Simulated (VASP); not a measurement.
Crystal: Ga.

```
Ga
1.0
     2.26150   -3.83050    0.00000
     2.26150    3.83050    0.00000
     0.00000    0.00000    4.52400
Ga
4
Direct
  0.84510 0.15490 0.08100
  0.65490 0.34510 0.58100
  0.15490 0.84510 0.91900
  0.34510 0.65490 0.41900
```

```yaml
Program: VASP 6.6.1
Task: relaxation of cell and atoms
Functional: LDA
Potentials_or_basis: VASP PAW LDA potentials, release 64 (Ga_d)
Cutoff: 500 eV
k_mesh: 10 × 10 × 10
Occupations: gaussian, width 0.1 eV
Spin: no spin polarisation
```

At the start: pressure -3.5 GPa; volume 19.59 Å³/atom.

Task: Where does the relaxation end?

Result: Over 23 steps the energy falls by 14.8 meV/atom and the volume is 18.42 Å³/atom (-6.0 %); space group Cmce (No. 64, to 0.1 Å) before and after.

The path:
```
step  energy change (eV)  largest force (eV/Å)  pressure (GPa)  volume (Å³)
   1              0.0000                0.1753           -3.55        78.38
   2             -0.0582                0.0299            0.22        73.56
   3             -0.0582                0.0330            0.06        73.77
   4             -0.0581                0.0348           -0.09        73.86
   5             -0.0583                0.0282           -0.17        73.87
   6             -0.0587                0.0220           -0.18        73.90
   7             -0.0589                0.0191           -0.02        73.75
   8             -0.0589                0.0173            0.05        73.66
   9             -0.0589                0.0168            0.09        73.63
  10             -0.0590                0.0136            0.08        73.64
  11             -0.0591                0.0117            0.06        73.64
  12             -0.0591                0.0269            0.05        73.65
  13             -0.0592                0.0157            0.05        73.64
  14             -0.0592                0.0026           -0.02        73.73
  15             -0.0592                0.0025            0.02        73.71
  16             -0.0592                0.0013           -0.02        73.71
  17             -0.0592                0.0023           -0.01        73.71
  18             -0.0592                0.0004           -0.02        73.70
  19             -0.0592                0.0030           -0.02        73.70
  20             -0.0592                0.0005            0.03        73.66
  21             -0.0592                0.0020           -0.06        73.68
  22             -0.0592                0.0004            0.08        73.67
  23             -0.0592                0.0015            0.00        73.67
```

Final structure:
```cif
data_structure
_symmetry_space_group_name_H-M 'P 1'
_symmetry_Int_Tables_number 1
_cell_length_a 4.3557
_cell_length_b 4.3557
_cell_length_c 4.4305
_cell_angle_alpha 90.000
_cell_angle_beta 90.000
_cell_angle_gamma 118.779
_cell_volume 73.67
loop_
_atom_site_label
_atom_site_type_symbol
_atom_site_fract_x
_atom_site_fract_y
_atom_site_fract_z
_atom_site_occupancy
Ga1 Ga 0.84404 0.15596 0.08485 1
Ga2 Ga 0.65596 0.34404 0.58485 1
Ga3 Ga 0.15596 0.84404 0.91515 1
Ga4 Ga 0.34404 0.65596 0.41515 1
```
